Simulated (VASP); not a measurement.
Input of a VASP 6.6.1 run:

File INCAR:

```
SYSTEM = ZnS
PREC = Accurate ; ENCUT = 520
EDIFF = 1E-6 ; ISMEAR = -1
SIGMA = 0.05 ; LREAL = .FALSE.
LASPH = .TRUE. ; NELM = 100
ALGO = Normal ; ISIF = 2
LWAVE = .FALSE. ; LCHARG = .FALSE.
GGA = PS ; IVDW = 12
NBANDS = 26
```

The input KPOINTS:

```
Automatic mesh
0
G
  8 8 5
  0 0 0
```

File POSCAR:

```
ZnS
1.0
    3.8110000000      0.0000000000      0.0000000000
   -1.9055000000      3.3004228138      0.0000000000
    0.0000000000      0.0000000000      6.2340000000
Zn S
2 2
Direct
    0.6666666667      0.3333333333      0.5000000000
    0.3333333333      0.6666666667      0.0000000000
    0.6666666667      0.3333333333      0.8850000000
    0.3333333333      0.6666666667      0.3850000000
```

Potentials or basis: VASP PAW PBE potentials, release 64 (Zn, S).

Run with:

```sh
$ cat potpaw_PBE.64/Zn/POTCAR potpaw_PBE.64/S/POTCAR > POTCAR
$ mpirun -np 1 vasp_std > vasp.out
```

Estimate the largest force.

0.307 eV/Å.

What does it give for the pressure?

-3.2 GPa.

Estimate the dispersion energy per atom.

-0.261 eV.

What does it give for the band gap on the k mesh?

2.12 eV, direct.

Forces in eV/Å, atoms in the order of the input:
```
Zn   0.000  0.000  0.307
Zn   0.000  0.000  0.307
S    0.000  0.000 -0.307
S    0.000  0.000 -0.307
```

Caveat: three body term missing; the PAW data sets were made with another functional, which shifts forces and pressure a little. PBEsol gaps usually lie below the measured ones, often by a third to a half.
